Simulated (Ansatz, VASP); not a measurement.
Si: VASP beside Ansatz

```
Si
1.0
    -1.54118    1.54118    1.54118
     1.54118   -1.54118    1.54118
     1.54118    1.54118   -1.54118
Si
1
Direct
  0.00000 0.00000 0.00000
```

Change from the starting cell: volume scaled by 1, crystal datasets.

Alike in both runs: task single point; functional PBE; k mesh 17 × 17 × 17; occupations fermi-dirac, width 0.05 eV; no spin polarisation.

|  | VASP | Ansatz |
| --- | --- | --- |
| version | VASP 6.6.1 | Ansatz 0.2.0 |
| potentials or method | VASP PAW PBE potentials, release 64 (Si), cutoff 500 eV | all-electron PAW with datasets made for the crystal, scalar-relativistic |

```csv
,VASP,Ansatz,Ansatz less VASP
pressure (GPa),0.0,0.0,+0.05
```

Ansatz ran all-electron here, and VASP with PAW potentials.
